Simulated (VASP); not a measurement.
# ZnS (Wurtzite-2H) in VASP: single point with PBEsol

Aim: the single point of ZnS (Wurtzite-2H) with PBEsol.

Program: VASP 6.6.1. These are calculated values, not measurements. Logs are shortened: lines on timing, memory, paths and dates and some standing lists are left out, and cuts for length are marked.

### 1 The cell of the first run

The cell holds a slab with vacuum, 16 atoms: a = 3.782 Å, b = 6.209 Å, c = 25.917 Å, α = 90.00°, β = 90.00°, γ = 90.00°.

### 2 Single point, PBEsol

INCAR

```
PREC = Accurate ; ENCUT = 520
EDIFF = 1E-6 ; ISMEAR = 0
SIGMA = 0.05 ; LREAL = Auto
LASPH = True ; NELM = 100
ALGO = Normal ; ISIF = 2
LWAVE = False ; LCHARG = False
LDIPOL = True ; IDIPOL = 3
DIPOL = 0.5 0.5 0.500 ; GGA = PS
NBANDS = 86
```

KPOINTS

```
regular mesh
0
Gamma
  7 5 1
```

POSCAR

```
ZnS
1.0
    3.7815892047      0.0000000000      0.0000000000
    0.0000000000      6.2089530274      0.0000000000
    0.0000000000      0.0000000000     25.9165077266
Zn S
8 8
Direct
    0.0000000000      0.9476932435      0.3095691061
    0.5000000000      0.5118690328      0.3270084246
    0.5000000000      1.0004310780      0.4175936525
    0.0000000000      0.5039418150      0.4563929161
    0.0000000000      1.0039417709      0.5436070864
    0.5000000000      0.5004310169      0.5824063442
    0.5000000000      1.0118689334      0.6729915744
    0.0000000000      0.4476931193      0.6904308951
    0.0000000000      0.6118673919      0.2829098765
    0.5000000000      0.1289303919      0.3321161034
    0.5000000000      0.6265025750      0.4141116408
    0.0000000000      0.1287647989      0.4588894153
    0.0000000000      0.6287647635      0.5411105782
    0.5000000000      0.1265025074      0.5858883550
    0.5000000000      0.6289302977      0.6678839017
    0.0000000000      0.1118672638      0.7170901297
```

Potentials or basis: VASP PAW PBE potentials, release 64 (Zn, S).

Run with:

```console
$ cat potpaw_PBE.64/Zn/POTCAR potpaw_PBE.64/S/POTCAR > POTCAR
$ mpirun -np 1 vasp_std > vasp.out
```

OUTCAR:

```text
PREC = Accurate
   ENCUT = 520
   EDIFF = 1E-6
   ISMEAR = 0
   LREAL = Auto
   LASPH = True
   NELM = 100
   ISIF = 2
   GGA = PS

 ion  position               nearest neighbor table
   1  0.000  0.948  0.310-   9 2.20  10 2.28  10 2.28
   2  0.500  0.512  0.327-   9 2.29   9 2.29  11 2.37  10 2.38
   3  0.500  0.000  0.418-  12 2.31  12 2.31  11 2.32  10 2.35
   4  0.000  0.504  0.456-  11 2.31  11 2.31  13 2.33  12 2.33
   5  0.000  0.004  0.544-  14 2.31  14 2.31  12 2.33  13 2.33
   6  0.500  0.500  0.582-  13 2.31  13 2.31  14 2.32  15 2.35
   7  0.500  0.012  0.673-  16 2.29  16 2.29  14 2.37  15 2.38
   8  0.000  0.448  0.690-  16 2.20  15 2.28  15 2.28
   9  0.000  0.612  0.283-   1 2.20   2 2.29   2 2.29
  10  0.500  0.129  0.332-   1 2.28   1 2.28   3 2.35   2 2.38
  11  0.500  0.627  0.414-   4 2.31   4 2.31   3 2.32   2 2.37
  12  0.000  0.129  0.459-   3 2.31   3 2.31   5 2.33   4 2.33
  13  0.000  0.629  0.541-   6 2.31   6 2.31   4 2.33   5 2.33
  14  0.500  0.127  0.586-   5 2.31   5 2.31   6 2.32   7 2.37
  15  0.500  0.629  0.668-   8 2.28   8 2.28   6 2.35   7 2.38
  16  0.000  0.112  0.717-   8 2.20   7 2.29   7 2.29

  LATTYP: Found a simple orthorhombic cell.
 ALAT       =     3.7815892047
 B/A-ratio  =     1.6418898752
 C/A-ratio  =     6.8533376641

  Lattice vectors:

 A1 = (   3.7815892047,   0.0000000000,   0.0000000000)
 A2 = (   0.0000000000,   6.2089530274,   0.0000000000)
 A3 = (   0.0000000000,   0.0000000000,  25.9165077266)

Analysis of symmetry for initial positions (statically):
=====================================================================
 Subroutine PRICEL returns:
 Original cell was already a primitive cell.

 Routine SETGRP: Setting up the symmetry group for a
 simple orthorhombic supercell.

 Subroutine GETGRP returns: Found  4 space group operations
 (whereof  2 operations were pure point group operations)
 out of a pool of  8 trial point group operations.

The static configuration has the point symmetry C_1h.
 The point group associated with its full space group is C_2v.

Analysis of symmetry for dynamics (positions and initial velocities):
=====================================================================
 Subroutine PRICEL returns:
 Original cell was already a primitive cell.

 Routine SETGRP: Setting up the symmetry group for a
 simple orthorhombic supercell.

 Subroutine GETGRP returns: Found  4 space group operations
 (whereof  2 operations were pure point group operations)
 out of a pool of  8 trial point group operations.
[... 127 lines left out ...]
   PSTRESS=    0.0 pullay stress
   NELECT =     144.0000    total number of electrons
   NUPDOWN=      -1.0000    fix difference up-down
   EMIN   =  10.00;   EMAX   =-10.00  energy-range for DOS
   EFERMI =   0.00;   METHOD = LEGACY
   ISMEAR =     0;   SIGMA  =   0.05  broadening in eV -4-tet -1-fermi 0-gaus
   EFERMI_NEDOS =   21; number of points for ismear=-14 and -15
   IALGO  =     38    algorithm
   IMIX   =      4    mixing-type and parameters
     AMIX     =   0.40;   BMIX     =  1.00
     AMIX_MAG =   1.60;   BMIX_MAG =  1.00
  volume/ion in A,a.u.               =      38.03       256.65
  Fermi-wavevector in a.u.,A,eV,Ry     =   1.012603  1.913542 13.950939  1.025365
  Thomas-Fermi vector in A             =   2.145722
   LORBIT       =      0    0 simple, 1 ext, 2 COOP (PROOUT), +10 PAW based schemes
   GGA     = PS    functional components
   LHFCALC =     F    Hartree Fock is set to
   AEXX    =    0.0000 exact exchange contribution
   IVDW    =     0    specifies the selected vdW correction
   LEPSILON=     F    determine dielectric tensor
   LRPA    =     F    only Hartree local field effects (RPA)
 non-spin polarized calculation
 Gauss-broadening in eV      SIGMA  =   0.05
  energy-cutoff  :      520.00
  volume of cell :      608.51
 maximum number of plane-waves:     16434
   NGX = 15   NGY = 23   NGZ = 97

 number of electron     144.0000039 magnetization

 dipolmoment           0.000000      0.000000      0.000001 electrons x Angstroem

 Free energy of the ion-electron system (eV)
  ---------------------------------------------------
  ext. energy  EPLUGINS =         0.00000000
  ---------------------------------------------------
  free energy    TOTEN  =       -59.28146333 eV

  energy without entropy =      -59.28146333  energy(sigma->0) =      -59.28146333

 E-fermi :  -1.5501     XC(G=0):  -5.4731

 val. band max:       -1.7697865940   @ k =   0.0000   0.0000   0.0000
 cond. band min:       0.4691450036   @ k =   0.0000   0.0000   0.0000
 fundamental gap:      2.2389315976
 Fermi energy:        -1.5500944644

 k-point     1 :       0.0000    0.0000    0.0000
  band No.  band energies     occupation
      1     -15.1263      2.00000
      2     -14.8927      2.00000
      3     -14.5628      2.00000
      4     -14.2782      2.00000
      5     -14.1275      2.00000
      6     -13.9574      2.00000
[... 1033 lines left out ...]
     83       3.3539      0.00000
     84       3.5719      0.00000
 [bands above 84 left out]

------------------------ aborting loop because EDIFF is reached ----------------------------------------

 vacuum level on the upper side and lower side of the slab       (xc-potential included)        -0.149        -0.149

  FORCE on cell =-STRESS in cart. coord.  units (eV):
  Direction    XX          YY          ZZ          XY          YZ          ZX
  --------------------------------------------------------------------------------------
  -------------------------------------------------------------------------------------
  Total       -0.5842461      0.2334453      0.1639500      0.0000000      0.0000000      0.0000000
  in kB       -1.5382863      0.6146482      0.4316708      0.0000000      0.0000000      0.0000000
  external PRESSURE =      -0.1639891 kB  Pullay stress =       0.0000000 kB

 VOLUME and BASIS-vectors are now :
 -----------------------------------------------------------------------------
  energy-cutoff  :      520.00
  volume of cell :      608.51
      direct lattice vectors                 reciprocal lattice vectors
     3.781589205  0.000000000  0.000000000     0.264439088  0.000000000  0.000000000
     0.000000000  6.208953027  0.000000000     0.000000000  0.161057749  0.000000000
     0.000000000  0.000000000 25.916507727     0.000000000  0.000000000  0.038585446

 POSITION                                       TOTAL-FORCE (eV/Angst)
 -----------------------------------------------------------------------------------
      0.00000      5.88418      8.02295         0.000000     -0.001704     -0.002204
      1.89079      3.17817      8.47492         0.000000      0.000907     -0.003090
      1.89079      0.00268     10.82257         0.000000      0.012429      0.011757
      0.00000      3.12895     11.82811         0.000000     -0.003417      0.006990
      0.00000      0.02447     14.08840         0.000000     -0.003417     -0.006990
      1.89079      3.10715     15.09394         0.000000      0.012429     -0.011757
[... 8 lines left out ...]
      1.89079      3.90500     17.30922         0.000000     -0.002319      0.006747
      0.00000      0.69458     18.58447         0.000000     -0.005636      0.015477
 -----------------------------------------------------------------------------------
    total drift:                                0.000000     -0.000417      0.000254

  FREE ENERGIE OF THE ION-ELECTRON SYSTEM (eV)
  ---------------------------------------------------
  free  energy   TOTEN  =       -59.2814633347 eV

  energy  without entropy=      -59.2814633347  energy(sigma->0) =      -59.28146333

 vacuum level on the upper side and lower side of the slab         4.054         4.054
```

stdout:

```text
POSCAR found type information on POSCAR ZnS
 POSCAR found :  2 types and      16 ions
 scaLAPACK will be used
 -----------------------------------------------------------------------------
|                                                                             |
|                                                                             |
|     You enforced a specific xc type in the INCAR file but a different       |
|     I HOPE YOU KNOW WHAT YOU ARE DOING!                                     |
|                                                                             |
 -----------------------------------------------------------------------------

 LDA part: xc-table for (Slater+PW92), standard interpolation
 POSCAR, INCAR and KPOINTS ok, starting setup
 FFT: planning ... GRIDC
 FFT: planning ... GRID_SOFT
 FFT: planning ... GRID
 WAVECAR not read
 entering main loop
```

Run time: 18 min. Hardware: 1 thread of Intel Xeon Platinum 8259CL at 2.50GHz (Skylake/Cascade Lake), shared host; peak memory 0.78 GiB.

What came out:

```
Free energy            : -59.2815 eV
Largest force          : 0.017 eV/Å
Band gap on the k mesh : 2.24 eV, direct
```

Forces in eV/Å, atoms in the order of the input:
```
Zn   0.000 -0.002 -0.002
Zn   0.000  0.001 -0.003
Zn   0.000  0.012  0.012
Zn   0.000 -0.003  0.007
Zn   0.000 -0.003 -0.007
Zn   0.000  0.012 -0.012
Zn   0.000  0.001  0.003
Zn   0.000 -0.002  0.002
S    0.000 -0.006 -0.015
S    0.000 -0.002 -0.007
S    0.000  0.003 -0.008
S    0.000 -0.003 -0.006
S    0.000 -0.003  0.006
S    0.000  0.003  0.008
S    0.000 -0.002  0.007
S    0.000 -0.006  0.015
```

Levels at points of the mesh, in eV from the valence-band top:
```tsv
k point	band 70	band 71	band 72	band 73	band 74	band 75
(0.00, 0.00, 0.00)	-0.26	-0.11	0.00	2.24	2.78	3.36
```

Caveat: the PAW data sets were made with another functional, which shifts forces and pressure a little.
